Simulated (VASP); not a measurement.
# Si in VASP: further runs, part 2 of 2

VASP 6.6.1. The steps go on from the part before.

**5. Single point, PBEsol**

This run uses another cell than the first one, of 19.11 Å³/atom.

Input file INCAR:

```
PREC = Accurate
ENCUT = 520
EDIFF = 1E-6
ISMEAR = 0
SIGMA = 0.03
LREAL = False
LASPH = True
NELM = 60
ALGO = Normal
ISIF = 2
LWAVE = False
LCHARG = False
GGA = PS
NBANDS = 16
```

Input file KPOINTS:

```
regular mesh
0
Gamma
  10 10 10
```

Input file POSCAR:

```
Si
1.0
   -3.1560784810      3.1560784810      1.9186812134
    3.1560784810     -3.1560784810      1.9186812134
    3.1560784810      3.1560784810     -1.9186812134
Si
4
Direct
    0.1787304307      0.1787304307      0.3574608614
    0.8212695693      0.8212695693      0.6425391386
    0.1787304307      0.8212695693      0.0000000000
    0.8212695693      0.1787304307      0.0000000000
```

Potentials or basis: VASP PAW PBE potentials, release 64 (Si).

Run with:

```sh
$ cat potpaw_PBE.64/Si/POTCAR > POTCAR
$ mpirun -np 1 vasp_std > vasp.out
```

OUTCAR:

```text
PREC = Accurate
   ENCUT = 520
   EDIFF = 1E-6
   ISMEAR = 0
   LREAL = False
   LASPH = True
   NELM = 60
   ISIF = 2
   GGA = PS

 ion  position               nearest neighbor table
   1  0.179  0.179  0.357-   3 2.26   4 2.26   2 2.30   2 2.30
   2  0.821  0.821  0.643-   3 2.26   4 2.26   1 2.30   1 2.30
   3  0.179  0.821  0.000-   1 2.26   2 2.26   4 2.30   4 2.30
   4  0.821  0.179  0.000-   1 2.26   2 2.26   3 2.30   3 2.30

  LATTYP: Found a body centered tetragonal cell.
 ALAT       =     6.3121569620
 C/A-ratio  =     0.6079320349

  Lattice vectors:

 A1 = (  -3.1560784810,   3.1560784810,   1.9186812134)
 A2 = (   3.1560784810,  -3.1560784810,   1.9186812134)
 A3 = (   3.1560784810,   3.1560784810,  -1.9186812134)

Analysis of symmetry for initial positions (statically):
=====================================================================
 Subroutine PRICEL returns:
 Original cell was already a primitive cell.

 Routine SETGRP: Setting up the symmetry group for a
 body centered tetragonal supercell.

 Subroutine GETGRP returns: Found 16 space group operations
 (whereof 16 operations were pure point group operations)
 out of a pool of 16 trial point group operations.

The static configuration has the point symmetry D_4h.

Analysis of symmetry for dynamics (positions and initial velocities):
=====================================================================
 Subroutine PRICEL returns:
 Original cell was already a primitive cell.

 Routine SETGRP: Setting up the symmetry group for a
 body centered tetragonal supercell.

 Subroutine GETGRP returns: Found 16 space group operations
 (whereof 16 operations were pure point group operations)
 out of a pool of 16 trial point group operations.

The dynamic configuration has the point symmetry D_4h.

 Subroutine INISYM returns: Found 16 space group operations
 (whereof 16 operations are pure point group operations),
 and found     1 'primitive' translations

----------------------------------------------------------------------------------------

                                     Primitive cell

  volume of cell :      76.4466

  direct lattice vectors                    reciprocal lattice vectors
    -3.156078481  3.156078481  1.918681213     0.000000000  0.158424451  0.260595661
     3.156078481 -3.156078481  1.918681213     0.158424451  0.000000000  0.260595661
     3.156078481  3.156078481 -1.918681213     0.158424451  0.158424451  0.000000000

  length of vectors
     4.858291917  4.858291917  4.858291917     0.304972795  0.304972795  0.224046007

  position of ions in fractional coordinates (direct lattice)
     0.178730431  0.178730431  0.357460861
     0.821269569  0.821269569  0.642539139
     0.178730431  0.821269569  0.000000000
     0.821269569  0.178730431  0.000000000

  ion indices of the primitive-cell ions
   primitive index   ion index
                 1           1
                 2           2
                 3           3
                 4           4

----------------------------------------------------------------------------------------

 KPOINTS: regular mesh

[... 22 lines left out ...]
 Following reciprocal coordinates:
            Coordinates               Weight
  0.000000  0.000000  0.000000      1.000000
  0.100000  0.000000 -0.000000      8.000000
  0.200000  0.000000 -0.000000      8.000000
  0.300000  0.000000  0.000000      8.000000
  0.400000  0.000000  0.000000      8.000000
  0.500000  0.000000  0.000000      4.000000
[... 16 lines left out ...]
  0.300000  0.300000  0.000000      8.000000
  0.400000  0.300000 -0.000000     16.000000
 [... further k-points ...]
   k-points           NKPTS =    102   k-points in BZ     NKDIM =    102   number of bands    NBANDS=     16
   number of dos      NEDOS =    301   number of ions     NIONS =      4
   total plane-waves  NPLWV =  46656
   dimension x,y,z NGX =    36 NGY =   36 NGZ =   36
   dimension x,y,z NGXF=    72 NGYF=   72 NGZF=   72
   ions per type =               4
   NGX,Y,Z   is equivalent  to a cutoff of  12.32, 12.32, 12.32 a.u.
   NGXF,Y,Z  is equivalent  to a cutoff of  24.64, 24.64, 24.64 a.u.
 SYSTEM =  unknown system
   PREC   = accura    normal or accurate (medium, high low for compatibility)
   ISTART =      0    job   : 0-new  1-cont  2-samecut
   ICHARG =      2    charge: 1-file 2-atom 10-const
   ISPIN  =      1    spin polarized calculation?
   LNONCOLLINEAR =      F non collinear calculations
   LSORBIT =      F    spin-orbit coupling
   LASPH  =      T    aspherical Exc in radial PAW
   ENCUT  =  520.0 eV  38.22 Ry    6.18 a.u.   9.03  9.03  9.03*2*pi/ulx,y,z
   NELM   =     60;   NELMIN=  2; NELMDL= -5     # of ELM steps
   EDIFF  = 0.1E-05   stopping-criterion for ELM
   LREAL  =      F    real-space projection
   EDIFFG = 0.1E-04   stopping-criterion for IOM
   NSW    =      0    number of steps for IOM
   IBRION =     -1    ionic relax: 0-MD 1-quasi-New 2-CG
   NFREE  =      0    steps in history (QN), initial steepest desc. (CG)
   ISIF   =      2    stress and relaxation
   ISYM   =      2    0-nonsym 1-usesym 2-fastsym
   POTIM  = 0.5000    time-step for ionic-motion
   TEBEG  =    0.0;   TEEND  =   0.0 temperature during run
   PSTRESS=    0.0 pullay stress
   NELECT =      16.0000    total number of electrons
   NUPDOWN=      -1.0000    fix difference up-down
   EMIN   =  10.00;   EMAX   =-10.00  energy-range for DOS
   EFERMI =   0.00;   METHOD = LEGACY
   ISMEAR =     0;   SIGMA  =   0.03  broadening in eV -4-tet -1-fermi 0-gaus
   EFERMI_NEDOS =   21; number of points for ismear=-14 and -15
   IALGO  =     38    algorithm
   IMIX   =      4    mixing-type and parameters
     AMIX     =   0.40;   BMIX     =  1.00
     AMIX_MAG =   1.60;   BMIX_MAG =  1.00
  volume/ion in A,a.u.               =      19.11       128.97
  Fermi-wavevector in a.u.,A,eV,Ry     =   0.971991  1.836796 12.854316  0.944766
  Thomas-Fermi vector in A             =   2.102253
   LORBIT       =      0    0 simple, 1 ext, 2 COOP (PROOUT), +10 PAW based schemes
   GGA     = PS    functional components
   LHFCALC =     F    Hartree Fock is set to
   AEXX    =    0.0000 exact exchange contribution
   IVDW    =     0    specifies the selected vdW correction
   LEPSILON=     F    determine dielectric tensor
   LRPA    =     F    only Hartree local field effects (RPA)
 non-spin polarized calculation
 Gauss-broadening in eV      SIGMA  =   0.03
  energy-cutoff  :      520.00
  volume of cell :       76.45
 maximum number of plane-waves:      2095
   NGX = 19   NGY = 19   NGZ = 19

 number of electron      16.0000000 magnetization

 Free energy of the ion-electron system (eV)
  ---------------------------------------------------
  ext. energy  EPLUGINS =         0.00000000
  ---------------------------------------------------
  free energy    TOTEN  =       -22.19651506 eV

  energy without entropy =      -22.19627805  energy(sigma->0) =      -22.19639655

 E-fermi :   6.3716     XC(G=0):  -9.6521

 val. band max:        6.3649515515   @ k =  -0.4000   0.4000   0.4000
 cond. band min:       6.4005745055   @ k =  -0.1000  -0.2000   0.1000
 fundamental gap:      0.0356229540
 Fermi energy:         6.3716072331

 k-point     1 :       0.0000    0.0000    0.0000
  band No.  band energies     occupation
      1      -6.3629      2.00000
      2      -1.1923      2.00000
      3       0.6485      2.00000
      4       0.6485      2.00000
      5       2.2165      2.00000
      6       4.6589      2.00000
[... 433 lines left out ...]
      3      -1.0453      2.00000
      4       1.1694      2.00000
      5       1.8638      2.00000
      6       3.1594      2.00000
[... 8 lines left out ...]
     15      12.6903      0.00000
     16      13.2028      0.00000

 [... further k-points ...]

------------------------ aborting loop because EDIFF is reached ----------------------------------------

  FORCE on cell =-STRESS in cart. coord.  units (eV):
  Direction    XX          YY          ZZ          XY          YZ          ZX
  --------------------------------------------------------------------------------------
  -------------------------------------------------------------------------------------
  Total        7.0157289      7.0157289      1.9225522      0.0000000     -0.0000000     -0.0000000
  in kB      147.0364403    147.0364403     40.2930670      0.0000000     -0.0000000     -0.0000000
  external PRESSURE =     111.4553159 kB  Pullay stress =       0.0000000 kB

 VOLUME and BASIS-vectors are now :
 -----------------------------------------------------------------------------
  energy-cutoff  :      520.00
  volume of cell :       76.45
      direct lattice vectors                 reciprocal lattice vectors
    -3.156078481  3.156078481  1.918681213     0.000000000  0.158424451  0.260595661
     3.156078481 -3.156078481  1.918681213     0.158424451  0.000000000  0.260595661
     3.156078481  3.156078481 -1.918681213     0.158424451  0.158424451  0.000000000

 POSITION                                       TOTAL-FORCE (eV/Angst)
 -----------------------------------------------------------------------------------
      1.12817      1.12817      0.00000         0.765212      0.765212     -0.000000
      2.02790      2.02790      1.91868        -0.765212     -0.765212      0.000000
      2.02790     -2.02790      1.91868        -0.765212      0.765212      0.000000
     -2.02790      2.02790      1.91868         0.765212     -0.765212      0.000000
 -----------------------------------------------------------------------------------
    total drift:                               -0.000000      0.000000      0.000000

  FREE ENERGIE OF THE ION-ELECTRON SYSTEM (eV)
  ---------------------------------------------------
  free  energy   TOTEN  =       -22.1965150560 eV

  energy  without entropy=      -22.1962780524  energy(sigma->0) =      -22.19639655
```

Run time: 80 s. Hardware: 1 thread of AMD EPYC 9R45 (Zen 5), shared host; peak memory 0.21 GiB.

Results:

| Item | Value |
| --- | --- |
| Free energy | -22.1965 eV |
| Pressure | 11.1 GPa |
| Largest force | 1.082 eV/Å |
| Band gap on the k mesh | zero (bands 8 and 9 overlap by 0.26 eV) |

Forces in eV/Å, atoms in the order of the input:
```
Si   0.765  0.765  0.000
Si  -0.765 -0.765  0.000
Si  -0.765  0.765  0.000
Si   0.765 -0.765  0.000
```

Levels at points of the mesh, in eV from the Fermi level:
| k point | band 6 | band 7 | band 8 | band 9 | band 10 | band 11 |
| --- | --- | --- | --- | --- | --- | --- |
| (0.00, 0.00, 0.00) | -1.71 | -1.71 | -0.63 | 0.90 | 1.83 | 1.83 |
| (0.50, 0.00, 0.00) | -3.81 | -2.61 | -1.22 | 0.78 | 2.82 | 3.15 |
| (0.50, 0.50, 0.00) | -2.42 | -1.92 | -1.74 | 1.31 | 1.58 | 2.13 |
| (0.50, 0.50, 0.50) | -0.22 | -0.13 | 0.25 | 0.25 | 3.92 | 4.35 |

Caveat: the stress differs along the axes, from 4 to 15 GPa; semilocal functionals underestimate gaps, and a narrow one can read as zero; the PAW data sets were made with another functional, which shifts forces and pressure a little.

**6. Single point, PBEsol**

This run uses another cell than the first one, of 27.99 Å³/atom.

Input file INCAR:

```
ALGO = Normal
EDIFF = 1E-6
ENCUT = 520
GGA = PS
ISIF = 2
ISMEAR = 0
LASPH = True
LCHARG = False
LREAL = False
LWAVE = False
NBANDS = 16
NELM = 80
PREC = Accurate
SIGMA = 0.03
```

Input file KPOINTS:

```
k-points
0
Gamma
  10 10 10
```

Input file POSCAR:

```
Si
1.0
   -3.8980891428      3.8980891428      1.9186812134
    3.8980891428     -3.8980891428      1.9186812134
    3.7429429690      3.7429429690     -1.9186812134
Si
4
Direct
    0.1787304307      0.1787304307      0.3574608614
    0.8212695693      0.8212695693      0.6425391386
    0.1787304307      0.8212695693      0.0000000000
    0.8212695693      0.1787304307      0.0000000000
```

Potentials or basis: VASP PAW PBE potentials, release 64 (Si).

Run with:

```sh
$ cat potpaw_PBE.64/Si/POTCAR > POTCAR
$ mpirun -np 1 vasp_std > vasp.out
```

OUTCAR:

```text
EDIFF = 1E-6
   ENCUT = 520
   GGA = PS
   ISIF = 2
   ISMEAR = 0
   LASPH = True
   LREAL = False
   NELM = 80
   PREC = Accurate

 ion  position               nearest neighbor table
   1  0.179  0.179  0.357-   2 2.44   2 2.44   3 2.73   4 2.73
   2  0.821  0.821  0.643-   1 2.44   1 2.44   4 2.73   3 2.73
   3  0.179  0.821  0.000-   4 2.48   4 2.48   2 2.73   1 2.73
   4  0.821  0.179  0.000-   3 2.48   3 2.48   2 2.73   1 2.73

  LATTYP: Found a face centered orthorhombic cell.
 ALAT       =     3.8373624268
 B/A-ratio  =     2.7588328238
 C/A-ratio  =     2.8731873198

  Lattice vectors:

 A1 = (  -0.1551461738,   7.6410321118,   0.0000000000)
 A2 = (  -3.8980891428,   3.8980891428,   1.9186812134)
 A3 = (   3.7429429690,   3.7429429690,   1.9186812134)

Analysis of symmetry for initial positions (statically):
=====================================================================
 Subroutine PRICEL returns:
 Original cell was already a primitive cell.

 Routine SETGRP: Setting up the symmetry group for a
 face centered orthorhombic supercell.

[... 173 lines left out ...]
 val. band max:        2.9525273083   @ k =   0.5000   0.5000   0.5000
 cond. band min:       2.9639495977   @ k =   0.3000   0.3000   0.2000
 fundamental gap:      0.0114222894
 Fermi energy:         2.9586519835

 k-point     1 :       0.0000    0.0000    0.0000
  band No.  band energies     occupation
      1      -7.4095      2.00000
      2      -5.0160      2.00000
      3      -2.1763      2.00000
      4      -1.8846      2.00000
      5       0.1638      2.00000
      6       2.3009      2.00000
[... 433 lines left out ...]
      3      -3.1987      2.00000
      4      -1.5774      2.00000
      5      -0.2578      2.00000
      6       0.8627      2.00000
[... 8 lines left out ...]
     15       8.5076      0.00000
     16       9.4762      0.00000

 [... further k-points ...]

------------------------ aborting loop because EDIFF is reached ----------------------------------------

  FORCE on cell =-STRESS in cart. coord.  units (eV):
  Direction    XX          YY          ZZ          XY          YZ          ZX
  --------------------------------------------------------------------------------------
  -------------------------------------------------------------------------------------
  Total      -10.9143265    -10.9143265     -2.7733043      1.1052379      0.0000000      0.0000000
  in kB     -156.1635718   -156.1635718    -39.6807903     15.8138839      0.0000000      0.0000000
  external PRESSURE =    -117.3359780 kB  Pullay stress =       0.0000000 kB

 VOLUME and BASIS-vectors are now :
 -----------------------------------------------------------------------------
  energy-cutoff  :      520.00
  volume of cell :      111.98
      direct lattice vectors                 reciprocal lattice vectors
    -3.898089143  3.898089143  1.918681213     0.002658374  0.130926349  0.260595661
     3.898089143 -3.898089143  1.918681213     0.130926349  0.002658374  0.260595661
     3.742942969  3.742942969 -1.918681213     0.133584723  0.133584723  0.000000000

 POSITION                                       TOTAL-FORCE (eV/Angst)
 -----------------------------------------------------------------------------------
      1.33796      1.33796      0.00000        -0.355863     -0.355863      0.000000
      2.40499      2.40499      1.91868         0.355863      0.355863     -0.000000
      2.50467     -2.50467      1.91868         0.254996     -0.254996     -0.000000
     -2.50467      2.50467      1.91868        -0.254996      0.254996     -0.000000
 -----------------------------------------------------------------------------------
    total drift:                               -0.000000     -0.000000     -0.000000

  FREE ENERGIE OF THE ION-ELECTRON SYSTEM (eV)
  ---------------------------------------------------
  free  energy   TOTEN  =       -20.7513469015 eV

  energy  without entropy=      -20.7512603552  energy(sigma->0) =      -20.75130363
```

Run time: 3.6 min. Hardware: 1 thread of Intel Xeon Platinum 8488C (Sapphire Rapids), shared host; peak memory 0.43 GiB.

What came out:

```yaml
Free_energy: -20.7513 eV
Pressure: -11.7 GPa
Largest_force: 0.503 eV/Å
Band_gap_on_the_k_mesh: zero (bands 8 and 9 overlap by 0.19 eV)
```

Forces on the atoms (eV/Å):
```
Si  -0.356 -0.356  0.000
Si   0.356  0.356  0.000
Si   0.255 -0.255  0.000
Si  -0.255  0.255  0.000
```

Levels at points of the mesh, in eV from the Fermi level:
```tsv
k point	band 4	band 5	band 6	band 7	band 8	band 9	band 10	band 11	band 12	band 13
(0.00, 0.00, 0.00)	-4.84	-2.79	-0.66	-0.47	-0.11	0.48	0.48	2.67	2.80	2.94
(0.50, 0.00, 0.00)	-5.90	-3.33	-2.62	-1.45	-1.40	0.94	1.24	2.85	2.86	3.29
(0.50, 0.50, 0.00)	-4.53	-2.08	-1.88	-0.69	-0.68	1.50	1.69	2.70	3.01	4.52
(0.00, 0.00, 0.50)	-4.78	-2.27	-1.74	-0.89	-0.52	1.66	2.07	2.80	3.06	4.53
(0.50, 0.50, 0.50)	-3.65	-1.36	-0.39	-0.02	-0.01	0.14	1.70	1.92	3.80	4.62
```

Caveat: the stress differs along the axes, from -16 to -4 GPa; semilocal functionals underestimate gaps, and a narrow one can read as zero; the PAW data sets were made with another functional, which shifts forces and pressure a little.

**7. Single point, PBEsol**

This run uses another cell than the first one, of 23.34 Å³/atom.

Input file INCAR:

```
PREC = Accurate
ENCUT = 520
EDIFF = 1E-7
ISMEAR = 0
SIGMA = 0.03
LREAL = F
LASPH = T
NELM = 100
ALGO = Normal
ISIF = 2
LWAVE = F
LCHARG = F
GGA = PS
NBANDS = 16
```

Input file KPOINTS:

```
regular mesh
0
Gamma
  10 10 10
```

Input file POSCAR:

```
Si
1.0
   -3.5658703553      3.5658703553      1.9186812134
    3.5658703553     -3.5658703553      1.9186812134
    3.4107241816      3.4107241816     -1.9186812134
Si
4
Direct
    0.1787304307      0.1787304307      0.3574608614
    0.8212695693      0.8212695693      0.6425391386
    0.1787304307      0.8212695693      0.0000000000
    0.8212695693      0.1787304307      0.0000000000
```

Run with:

```sh
$ cat potpaw_PBE.64/Si/POTCAR > POTCAR
$ mpirun -np 1 vasp_std > vasp.out
```

Wall time 2.7 min (1 thread of Intel Xeon Platinum 8488C (Sapphire Rapids), shared host); peak memory 0.35 GiB.

Results (log left out):

- Free energy: -22.2698 eV
- Pressure: -6.5 GPa
- Largest force: 0.587 eV/Å
- Band gap on the k mesh: 0.03 eV (least direct gap 0.68 eV)

Forces on the atoms (eV/Å):
```
Si  -0.415 -0.415  0.000
Si   0.415  0.415  0.000
Si   0.226 -0.226  0.000
Si  -0.226  0.226  0.000
```

Stress tensor (GPa, compression positive):
```
-8.70  1.83  0.00
 1.83 -8.70  0.00
 0.00  0.00 -2.06
```

Levels at points of the mesh, in eV from the valence-band top:
```
           k point  band 4  band 5  band 6  band 7  band 8  band 9  band 10  band 11  band 12  band 13
(0.00, 0.00, 0.00)   -5.32   -3.58   -1.42   -1.21   -0.55    0.99     1.01     1.72     2.20     2.38
(0.50, 0.00, 0.00)   -6.22   -4.16   -3.36   -2.24   -1.62    0.67     1.74     2.74     3.29     3.49
(0.50, 0.50, 0.00)   -4.83   -2.66   -2.15   -1.59   -1.50    1.51     1.74     1.98     2.93     4.16
(0.00, 0.00, 0.50)   -5.16   -2.93   -2.04   -1.83   -1.32    1.62     1.79     2.08     3.74     4.27
(0.50, 0.50, 0.50)   -4.71   -2.52   -0.50   -0.28    0.00    0.68     1.84     2.64     3.63     4.25
```

Caveat: the stress differs along the axes, from -9 to -2 GPa; the smearing spreads over this small gap; the PAW data sets were made with another functional, which shifts forces and pressure a little.

**8. Summary**

```csv
cell,gap on the mesh (eV),pressure (GPa),largest force (eV/Å)
"a = 4.643 Å, angles 99.8, 99.8, 131.2°, 4 atoms",none,28.4,3.08
"a = 5.734 Å, angles 96.4, 96.4, 140.9°, 4 atoms",none,-11.8,0.43
"a = 4.744, b = 4.744, c = 4.544 Å, angles 99.8, 99.8, 132.3°, 4 atoms",none,28.3,3.44
"a = 4.858 Å, angles 99.0, 99.0, 133.5°, 4 atoms",none,11.1,1.08
"a = 5.837, b = 5.837, c = 5.630 Å, angles 96.4, 96.4, 141.6°, 4 atoms",none,-11.7,0.50
"a = 5.396, b = 5.396, c = 5.191 Å, angles 97.6, 97.6, 138.3°, 4 atoms",0.03,-6.5,0.59
```

Alike in all rows: task single point; level PBEsol; potentials or basis VASP PAW PBE potentials, release 64 (Si); no spin polarisation; k mesh 10 × 10 × 10; cutoff (eV) 520; smearing gaussian 0.03 eV.

Caveats: the PAW data sets were made with another functional, which shifts forces and pressure a little; semilocal functionals underestimate gaps, and a narrow one can read as zero (at least some runs); the stress differs along the axes, from -16 to -4 GPa (at least some runs); the stress differs along the axes, from 10 to 37 GPa (at least some runs); the stress differs along the axes, from 11 to 37 GPa (at least some runs); the stress differs along the axes, from 4 to 15 GPa (at least some runs); the stress differs along the axes, from -9 to -2 GPa (at least some runs).

Total energies depend on the potentials used, so only differences within one code and one set of settings carry meaning.

The gap in the log of VASP goes by the Fermi energy; the results here count the filled bands.